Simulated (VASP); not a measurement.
# BP (F-43m) in VASP: notebook

The runs below take BP through single point, with PBE.

Program: VASP 6.6.1. These are calculated values, not measurements. Logs are shortened: lines on timing, memory, paths and dates and some standing lists are left out, and cuts for length are marked.

## Step 1: The cell of the first run

The structure is cubic, space group F-43m (No. 216). The conventional cell has a = 4.538 Å, b = 4.538 Å, c = 4.538 Å, α = 90.00°, β = 90.00°, γ = 90.00°. Within 2.6 Å of B (site symmetry -43m) lie 4 P at 1.97 Å. P (site symmetry -43m) has 4 B at 1.97 Å within 2.6 Å.

## Step 2: Single point, PBE

INCAR reads:

```
SYSTEM = BP
PREC = Accurate
ENCUT = 520
EDIFF = 1E-7
ISMEAR = 0
SIGMA = 0.05
LREAL = .False.
LASPH = .True.
NELM = 80
ALGO = Normal
ISIF = 2
LWAVE = .False.
LCHARG = .False.
GGA = PE
NBANDS = 11
```

KPOINTS reads:

```
Automatic mesh
0
Gamma
  10 10 10
  0 0 0
```

POSCAR reads:

```
BP
1.0
    0.0000000000      2.2690000000      2.2690000000
    2.2690000000      0.0000000000      2.2690000000
    2.2690000000      2.2690000000      0.0000000000
B P
1 1
Direct
    0.0000000000      0.0000000000      0.0000000000
    0.7500000000      0.7500000000      0.7500000000
```

Potentials or basis: VASP PAW PBE potentials, release 64 (B, P).

Command:

```sh
$ cat potpaw_PBE.64/B/POTCAR potpaw_PBE.64/P/POTCAR > POTCAR
$ mpirun -np 1 vasp_std > vasp.out
```

OUTCAR:

```text
SYSTEM = BP
   PREC = Accurate
   ENCUT = 520
   EDIFF = 1E-7
   ISMEAR = 0
   LREAL = .False.
   LASPH = .True.
   NELM = 80
   ISIF = 2
   GGA = PE

 ion  position               nearest neighbor table
   1  0.000  0.000  0.000-   2 1.97   2 1.97   2 1.97   2 1.97
   2  0.750  0.750  0.750-   1 1.97   1 1.97   1 1.97   1 1.97

  LATTYP: Found a face centered cubic cell.
 ALAT       =     4.5380000000

  Lattice vectors:

 A1 = (   0.0000000000,   2.2690000000,   2.2690000000)
 A2 = (   2.2690000000,   0.0000000000,   2.2690000000)
 A3 = (   2.2690000000,   2.2690000000,   0.0000000000)

Analysis of symmetry for initial positions (statically):
=====================================================================
 Subroutine PRICEL returns:
 Original cell was already a primitive cell.

 Routine SETGRP: Setting up the symmetry group for a
 face centered cubic supercell.

 Subroutine GETGRP returns: Found 24 space group operations
 (whereof 24 operations were pure point group operations)
 out of a pool of 48 trial point group operations.

The static configuration has the point symmetry T_d .

Analysis of symmetry for dynamics (positions and initial velocities):
=====================================================================
 Subroutine PRICEL returns:
 Original cell was already a primitive cell.

 Routine SETGRP: Setting up the symmetry group for a
 face centered cubic supercell.

 Subroutine GETGRP returns: Found 24 space group operations
 (whereof 24 operations were pure point group operations)
 out of a pool of 48 trial point group operations.

The dynamic configuration has the point symmetry T_d .

 Subroutine INISYM returns: Found 24 space group operations
 (whereof 24 operations are pure point group operations),
 and found     1 'primitive' translations

----------------------------------------------------------------------------------------

                                     Primitive cell

  volume of cell :      23.3633

  direct lattice vectors                    reciprocal lattice vectors
     0.000000000  2.269000000  2.269000000    -0.220361393  0.220361393  0.220361393
     2.269000000  0.000000000  2.269000000     0.220361393 -0.220361393  0.220361393
     2.269000000  2.269000000  0.000000000     0.220361393  0.220361393 -0.220361393

  length of vectors
     3.208850573  3.208850573  3.208850573     0.381677128  0.381677128  0.381677128

  position of ions in fractional coordinates (direct lattice)
     0.000000000  0.000000000  0.000000000
     0.750000000  0.750000000  0.750000000

  ion indices of the primitive-cell ions
   primitive index   ion index
                 1           1
                 2           2

----------------------------------------------------------------------------------------

 KPOINTS: Automatic mesh

Automatic generation of k-mesh.
 Grid dimensions read from file:
 generate k-points for:   10   10   10

 Generating k-lattice:

  Cartesian coordinates                     Fractional coordinates (reciprocal lattice)
    -0.022036139  0.022036139  0.022036139     0.100000000  0.000000000  0.000000000
     0.022036139 -0.022036139  0.022036139     0.000000000  0.100000000  0.000000000
     0.022036139  0.022036139 -0.022036139     0.000000000  0.000000000  0.100000000

  Length of vectors
     0.038167713  0.038167713  0.038167713

  Shift w.r.t. Gamma in fractional coordinates (k-lattice)
     0.000000000  0.000000000  0.000000000

 Subroutine IBZKPT returns following result:
 ===========================================

 Found     47 irreducible k-points:

 Following reciprocal coordinates:
            Coordinates               Weight
  0.000000  0.000000  0.000000      1.000000
  0.100000  0.000000  0.000000      8.000000
  0.200000  0.000000  0.000000      8.000000
  0.300000  0.000000  0.000000      8.000000
  0.400000  0.000000  0.000000      8.000000
  0.500000  0.000000  0.000000      4.000000
[... 16 lines left out ...]
  0.300000  0.300000  0.000000      6.000000
  0.400000  0.300000  0.000000     24.000000
 [... further k-points ...]
   k-points           NKPTS =     47   k-points in BZ     NKDIM =     47   number of bands    NBANDS=     11
   number of dos      NEDOS =    301   number of ions     NIONS =      2
   total plane-waves  NPLWV =  13824
   dimension x,y,z NGX =    24 NGY =   24 NGZ =   24
   dimension x,y,z NGXF=    48 NGYF=   48 NGZF=   48
   ions per type =               1   1
   NGX,Y,Z   is equivalent  to a cutoff of  12.43, 12.43, 12.43 a.u.
   NGXF,Y,Z  is equivalent  to a cutoff of  24.87, 24.87, 24.87 a.u.
 SYSTEM =  BP
   PREC   = accura    normal or accurate (medium, high low for compatibility)
   ISTART =      0    job   : 0-new  1-cont  2-samecut
   ICHARG =      2    charge: 1-file 2-atom 10-const
   ISPIN  =      1    spin polarized calculation?
   LNONCOLLINEAR =      F non collinear calculations
   LSORBIT =      F    spin-orbit coupling
   LASPH  =      T    aspherical Exc in radial PAW
   ENCUT  =  520.0 eV  38.22 Ry    6.18 a.u.   5.97  5.97  5.97*2*pi/ulx,y,z
   NELM   =     80;   NELMIN=  2; NELMDL= -5     # of ELM steps
   EDIFF  = 0.1E-06   stopping-criterion for ELM
   LREAL  =      F    real-space projection
   EDIFFG = 0.1E-05   stopping-criterion for IOM
   NSW    =      0    number of steps for IOM
   IBRION =     -1    ionic relax: 0-MD 1-quasi-New 2-CG
   NFREE  =      0    steps in history (QN), initial steepest desc. (CG)
   ISIF   =      2    stress and relaxation
   ISYM   =      2    0-nonsym 1-usesym 2-fastsym
   POTIM  = 0.5000    time-step for ionic-motion
   TEBEG  =    0.0;   TEEND  =   0.0 temperature during run
   PSTRESS=    0.0 pullay stress
   NELECT =       8.0000    total number of electrons
   NUPDOWN=      -1.0000    fix difference up-down
   EMIN   =  10.00;   EMAX   =-10.00  energy-range for DOS
   EFERMI =   0.00;   METHOD = LEGACY
   ISMEAR =     0;   SIGMA  =   0.05  broadening in eV -4-tet -1-fermi 0-gaus
   EFERMI_NEDOS =   21; number of points for ismear=-14 and -15
   IALGO  =     38    algorithm
   IMIX   =      4    mixing-type and parameters
     AMIX     =   0.40;   BMIX     =  1.00
     AMIX_MAG =   1.60;   BMIX_MAG =  1.00
  volume/ion in A,a.u.               =      11.68        78.83
  Fermi-wavevector in a.u.,A,eV,Ry     =   1.145320  2.164342 17.847562  1.311759
  Thomas-Fermi vector in A             =   2.282009
   LORBIT       =      0    0 simple, 1 ext, 2 COOP (PROOUT), +10 PAW based schemes
   GGA     = PE    functional components
   LHFCALC =     F    Hartree Fock is set to
   AEXX    =    0.0000 exact exchange contribution
   IVDW    =     0    specifies the selected vdW correction
   LEPSILON=     F    determine dielectric tensor
   LRPA    =     F    only Hartree local field effects (RPA)
 non-spin polarized calculation
 Gauss-broadening in eV      SIGMA  =   0.05
  energy-cutoff  :      520.00
  volume of cell :       23.36
 maximum number of plane-waves:       639
   NGX = 11   NGY = 11   NGZ = 11

 number of electron       8.0000000 magnetization

 Free energy of the ion-electron system (eV)
  ---------------------------------------------------
  ext. energy  EPLUGINS =         0.00000000
  ---------------------------------------------------
  free energy    TOTEN  =       -12.93048089 eV

  energy without entropy =      -12.93048089  energy(sigma->0) =      -12.93048089

 E-fermi :   7.6919     XC(G=0): -10.9072

 val. band max:        7.4328441332   @ k =   0.0000   0.0000   0.0000
 cond. band min:       8.6721193265   @ k =   0.4000   0.4000   0.0000
 fundamental gap:      1.2392751932
 Fermi energy:         7.6918917022

 k-point     1 :       0.0000    0.0000    0.0000
  band No.  band energies     occupation
      1      -8.0276      2.00000
      2       7.4328      2.00000
      3       7.4328      2.00000
      4       7.4328      2.00000
      5      10.8335      0.00000
      6      10.8335      0.00000
      7      10.8335      0.00000
      8      14.8071      0.00000
      9      18.9457      0.00000
     10      19.5615      0.00000
     11      19.5615      0.00000

 k-point     2 :       0.1000    0.0000    0.0000
  band No.  band energies     occupation
      1      -7.8474      2.00000
      2       6.1308      2.00000
      3       7.1380      2.00000
      4       7.1380      2.00000
      5      11.2417      0.00000
      6      11.2417      0.00000
      7      11.2702      0.00000
      8      15.3282      0.00000
      9      18.8775      0.00000
     10      18.8775      0.00000
     11      19.5145      0.00000

 k-point     3 :       0.2000    0.0000    0.0000
  band No.  band energies     occupation
      1      -7.3138      2.00000
      2       3.7892      2.00000
      3       6.5789      2.00000
      4       6.5789      2.00000
      5      11.4679      0.00000
      6      11.9615      0.00000
      7      11.9615      0.00000
      8      16.5012      0.00000
      9      18.2767      0.00000
     10      18.2767      0.00000
     11      20.3746      0.00000

 k-point     4 :       0.3000    0.0000    0.0000
  band No.  band energies     occupation
      1      -6.4567      2.00000
      2       1.4299      2.00000
      3       6.0899      2.00000
      4       6.0899      2.00000
      5      11.3742      0.00000
      6      12.2908      0.00000
      7      12.2908      0.00000
      8      17.4120      0.00000
      9      18.8535      0.00000
     10      18.8535      0.00000
     11      20.6373      0.00000
[... 239 lines left out ...]
 k-point    22 :      -0.2000    0.2000    0.0000
  band No.  band energies     occupation
      1      -6.1652      2.00000
      2       2.1839      2.00000
      3       3.2610      2.00000
      4       6.1892      2.00000
      5      11.9077      0.00000
      6      12.7493      0.00000
      7      13.8201      0.00000
      8      15.7721      0.00000
      9      16.9352      0.00000
     10      21.0502      0.00000
     11      23.2378      0.00000

 k-point    23 :       0.3000    0.3000    0.0000
  band No.  band energies     occupation
      1      -5.9130      2.00000
      2       2.6004      2.00000
      3       4.2121      2.00000
      4       4.2121      2.00000
      5       8.9572      0.00000
      6      11.3432      0.00000
      7      16.2981      0.00000
      8      16.2981      0.00000
      9      20.4925      0.00000
     10      21.8174      0.00000
     11      23.9729      0.00000

 k-point    24 :       0.4000    0.3000    0.0000
  band No.  band energies     occupation
      1      -5.0880      2.00000
      2       1.2727      2.00000
      3       3.3844      2.00000
      4       3.9176      2.00000
      5       9.2444      0.00000
      6      11.0561      0.00000
      7      16.9122      0.00000
      8      16.9205      0.00000
      9      21.4338      0.00000
     10      22.6947      0.00000
     11      24.4913      0.00000

 [... further k-points ...]

------------------------ aborting loop because EDIFF is reached ----------------------------------------

  FORCE on cell =-STRESS in cart. coord.  units (eV):
  Direction    XX          YY          ZZ          XY          YZ          ZX
  --------------------------------------------------------------------------------------
  -------------------------------------------------------------------------------------
  Total        0.1310547      0.1310547      0.1310547     -0.0000000     -0.0000000     -0.0000000
  in kB        8.9873079      8.9873079      8.9873079     -0.0000000     -0.0000000     -0.0000000
  external PRESSURE =       8.9873079 kB  Pullay stress =       0.0000000 kB

 VOLUME and BASIS-vectors are now :
 -----------------------------------------------------------------------------
  energy-cutoff  :      520.00
  volume of cell :       23.36
      direct lattice vectors                 reciprocal lattice vectors
     0.000000000  2.269000000  2.269000000    -0.220361393  0.220361393  0.220361393
     2.269000000  0.000000000  2.269000000     0.220361393 -0.220361393  0.220361393
     2.269000000  2.269000000  0.000000000     0.220361393  0.220361393 -0.220361393

 POSITION                                       TOTAL-FORCE (eV/Angst)
 -----------------------------------------------------------------------------------
      0.00000      0.00000      0.00000        -0.000000     -0.000000     -0.000000
      3.40350      3.40350      3.40350         0.000000      0.000000      0.000000
 -----------------------------------------------------------------------------------
    total drift:                               -0.000000     -0.000000     -0.000000

  FREE ENERGIE OF THE ION-ELECTRON SYSTEM (eV)
  ---------------------------------------------------
  free  energy   TOTEN  =       -12.9304808858 eV

  energy  without entropy=      -12.9304808858  energy(sigma->0) =      -12.93048089
```

Run time: 3.8 s. Hardware: 1 thread of Intel Xeon 6975P-C (Granite Rapids), shared host; peak memory 0.13 GiB.

Results:

```yaml
Free_energy: -12.9305 eV
Pressure: 0.9 GPa
Band_gap_on_the_k_mesh: 1.24 eV, indirect (least direct gap 3.40 eV)
```

A k mesh can miss the band edges. PBE gaps usually lie below the measured ones, often by a third to a half.

## Step 3: Single point, PBE

INCAR reads:

```
PREC = Accurate
ENCUT = 520
EDIFF = 1E-7
ISMEAR = 0
SIGMA = 0.05
LREAL = False
LASPH = True
NELM = 60
ALGO = Normal
ISIF = 2
LWAVE = False
LCHARG = True
GGA = PE
LELF = True
LVHAR = True
NBANDS = 11
```

KPOINTS reads:

```
Automatic mesh
0
Gamma
  12 12 12
```

POSCAR is that of step 2.

Potentials or basis: VASP PAW PBE potentials, release 64 (B, P).

Command:

```sh
$ cat potpaw_PBE.64/B/POTCAR potpaw_PBE.64/P/POTCAR > POTCAR
$ mpirun -np 1 vasp_std > vasp.out
```

OUTCAR:

```text
PREC = Accurate
   ENCUT = 520
   EDIFF = 1E-7
   ISMEAR = 0
   LREAL = False
   LASPH = True
   NELM = 60
   ISIF = 2
   GGA = PE

 ion  position               nearest neighbor table
   1  0.000  0.000  0.000-   2 1.97   2 1.97   2 1.97   2 1.97
   2  0.750  0.750  0.750-   1 1.97   1 1.97   1 1.97   1 1.97

  LATTYP: Found a face centered cubic cell.
 ALAT       =     4.5380000000

  Lattice vectors:

 A1 = (   0.0000000000,   2.2690000000,   2.2690000000)
 A2 = (   2.2690000000,   0.0000000000,   2.2690000000)
 A3 = (   2.2690000000,   2.2690000000,   0.0000000000)

Analysis of symmetry for initial positions (statically):
=====================================================================
 Subroutine PRICEL returns:
 Original cell was already a primitive cell.

 Routine SETGRP: Setting up the symmetry group for a
 face centered cubic supercell.

 Subroutine GETGRP returns: Found 24 space group operations
 (whereof 24 operations were pure point group operations)
 out of a pool of 48 trial point group operations.

The static configuration has the point symmetry T_d .
[... 170 lines left out ...]
      1      -8.0277      2.00000
      2       7.4327      2.00000
      3       7.4327      2.00000
      4       7.4327      2.00000
      5      10.8334      0.00000
      6      10.8334      0.00000
      7      10.8334      0.00000
      8      14.8070      0.00000
      9      18.9456      0.00000
     10      19.5615      0.00000
     11      19.5615      0.00000
[... 309 lines left out ...]
 k-point    24 :      -0.4167    0.1667    0.0000
  band No.  band energies     occupation
      1      -4.3766      2.00000
      2      -1.1438      2.00000
      3       3.5283      2.00000
      4       5.1175      2.00000
      5      10.9846      0.00000
      6      13.5543      0.00000
      7      13.7366      0.00000
      8      17.8386      0.00000
      9      19.3879      0.00000
     10      20.2428      0.00000
     11      23.5506      0.00000

 [... further k-points ...]

------------------------ aborting loop because EDIFF is reached ----------------------------------------

  FORCE on cell =-STRESS in cart. coord.  units (eV):
  Direction    XX          YY          ZZ          XY          YZ          ZX
  --------------------------------------------------------------------------------------
  -------------------------------------------------------------------------------------
  Total        0.1306815      0.1306815      0.1306815      0.0000000      0.0000000     -0.0000000
  in kB        8.9617161      8.9617161      8.9617161      0.0000000      0.0000000     -0.0000000
  external PRESSURE =       8.9617161 kB  Pullay stress =       0.0000000 kB

 VOLUME and BASIS-vectors are now :
 -----------------------------------------------------------------------------
  energy-cutoff  :      520.00
  volume of cell :       23.36
      direct lattice vectors                 reciprocal lattice vectors
     0.000000000  2.269000000  2.269000000    -0.220361393  0.220361393  0.220361393
     2.269000000  0.000000000  2.269000000     0.220361393 -0.220361393  0.220361393
     2.269000000  2.269000000  0.000000000     0.220361393  0.220361393 -0.220361393

 POSITION                                       TOTAL-FORCE (eV/Angst)
 -----------------------------------------------------------------------------------
      0.00000      0.00000      0.00000        -0.000000     -0.000000     -0.000000
      3.40350      3.40350      3.40350         0.000000      0.000000      0.000000
 -----------------------------------------------------------------------------------
    total drift:                               -0.000000     -0.000000     -0.000000

  FREE ENERGIE OF THE ION-ELECTRON SYSTEM (eV)
  ---------------------------------------------------
  free  energy   TOTEN  =       -12.9307542520 eV

  energy  without entropy=      -12.9307542520  energy(sigma->0) =      -12.93075425
```

OSZICAR:

```text
N       E                     dE             d eps       ncg     rms          rms(c)
DAV:   1     0.847428663421E+01    0.84743E+01   -0.39955E+03  1592   0.660E+02
DAV:   2    -0.130563291776E+02   -0.21531E+02   -0.20554E+02  2121   0.108E+02
DAV:   3    -0.136358218662E+02   -0.57949E+00   -0.57791E+00  2016   0.155E+01
DAV:   4    -0.136381581100E+02   -0.23362E-02   -0.23360E-02  1830   0.112E+00
DAV:   5    -0.136381700389E+02   -0.11929E-04   -0.11929E-04  1933   0.823E-02    0.721E+00
DAV:   6    -0.130288365437E+02    0.60933E+00   -0.13903E+00  1788   0.510E+00    0.388E+00
DAV:   7    -0.129380413768E+02    0.90795E-01   -0.23303E-01  1969   0.240E+00    0.133E+00
DAV:   8    -0.129302246268E+02    0.78167E-02   -0.26540E-02  1858   0.929E-01    0.194E-01
DAV:   9    -0.129305473089E+02   -0.32268E-03   -0.70789E-04  1859   0.180E-01    0.123E-01
DAV:  10    -0.129307428315E+02   -0.19552E-03   -0.24758E-04  1790   0.988E-02    0.283E-02
DAV:  11    -0.129307533105E+02   -0.10479E-04   -0.11222E-05  2008   0.222E-02    0.332E-02
DAV:  12    -0.129307543072E+02   -0.99664E-06   -0.45740E-06  1776   0.105E-02    0.140E-02
DAV:  13    -0.129307541864E+02    0.12076E-06   -0.12390E-07  1510   0.230E-03    0.590E-03
DAV:  14    -0.129307542520E+02   -0.65621E-07   -0.42719E-08   927   0.117E-03
   1 F= -.12930754E+02 E0= -.12930754E+02  d E =-.103953E-12
```

stdout:

```text
POSCAR found type information on POSCAR B P
 POSCAR found :  2 types and       2 ions
 scaLAPACK will be used
 LDA part: xc-table for (Slater+PW92), standard interpolation
 POSCAR, INCAR and KPOINTS ok, starting setup
 FFT: planning ... GRIDC
 FFT: planning ... GRID_SOFT
 FFT: planning ... GRID
 WAVECAR not read
 entering main loop
```

It took 5.5 s on 1 thread of Intel Xeon 6975P-C (Granite Rapids), shared host; peak memory 0.14 GiB.

What came out:

```
Free energy            : -12.9308 eV
Pressure               : 0.9 GPa
Band gap on the k mesh : 1.24 eV, indirect (least direct gap 3.40 eV)
```

Levels at points of the mesh, in eV from the valence-band top:
```
           k point  band 2  band 3  band 4  band 5  band 6  band 7
(0.00, 0.00, 0.00)    0.00    0.00    0.00    3.40    3.40    3.40
(0.50, 0.00, 0.00)   -9.03   -1.76   -1.76    3.78    4.71    4.71
(0.50, 0.50, 0.00)   -8.58   -4.11   -4.11    1.33    1.66   12.12
```
